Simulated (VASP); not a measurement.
Runs of VASP 6.6.1 on Ba. The structure is that of space group Im-3m (No. 229), or close to it. The cells are those of the table. 

```csv
level,spin,cell,smearing,gap on the mesh (eV),pressure (GPa),moment (μB)
PBE,"collinear, ferromagnetic start","a = 4.399 Å, angles 109.5°, 1 atom",methfessel-paxton 0.05 eV,none,-0.3,0.00
PBEsol,off,"a = 4.312 Å, angles 109.5°, 1 atom",fermi-dirac 0.05 eV,none,-0.5,-
PBEsol,off,"a = 3.987 Å, angles 109.5°, 1 atom",fermi-dirac 0.05 eV,none,(b),-
PBE,off,"a = 4.271, b = 4.438, c = 4.305 Å, angles 110.0, 108.9, 109.3°, 1 atom",fermi-dirac 0.05 eV,none,0.0,-
PBE,"collinear, ferromagnetic start","a = 4.370 Å, angles 109.5°, 1 atom",methfessel-paxton 0.05 eV,none,(a),0.00
```

Alike in all rows: task single point; potentials or basis VASP PAW PBE potentials, release 64 (Ba_sv); k mesh 8 × 8 × 8; cutoff (eV) 520.

Task: Fill in the values left out.

Result: (a) -0.1; (b) 2.2.

Caveats: spin-orbit coupling is left out, which moves the levels of the heavy elements; the PAW data sets were made with another functional, which shifts forces and pressure a little (some runs).

A k mesh can miss the band edges, and the runs leave out spin-orbit coupling on Ba.

A gap of «none» marks levels without a gap at the run's occupations.
